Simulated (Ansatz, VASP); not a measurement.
# Two plane-wave programs on BP

```
CELL_PARAMETERS angstrom
7.89607 0.00000 0.00000
-3.94804 6.83820 0.00000
0.00000 0.00000 3.15843
ATOMIC_POSITIONS crystal
B 0.53333 0.06667 0.00000
B 0.93333 0.46667 0.00000
B 0.53333 0.46667 0.00000
B 0.33333 0.66667 0.50000
P 0.46667 0.93333 0.50000
P 0.06667 0.53333 0.50000
P 0.46667 0.53333 0.50000
P 0.66667 0.33333 0.00000
```

Alike in both runs: task single point; functional PBE; k mesh 3 × 3 × 6; occupations gaussian, width 0.1 eV; no spin polarisation.

|  | VASP | Ansatz |
| --- | --- | --- |
| version | VASP 6.6.1 | Ansatz 0.2.0 |
| potentials or method | VASP PAW PBE potentials, release 64 (B, P), cutoff 520 eV | scalar-relativistic, plane waves, PAW |
| valence electrons in the cell | 32 | 32 |

|  | VASP | Ansatz | Ansatz less VASP |
| --- | --- | --- | --- |
| gap on the k mesh at the Fermi level (eV) | none | none | - |
| pressure (GPa) | 6.2 | 6.4 | +0.16 |
| traceless stress, the component that is largest in VASP (GPa) | -5.85 | -5.86 | -0.007 |
| rms of the force components (eV/Å) | 0.272 | 0.272 | +0.0004 |

Atom by atom the forces differ by 0.001 eV/Å (rms over components). A gap of «none» marks a metal or a gap that the smearing closes.
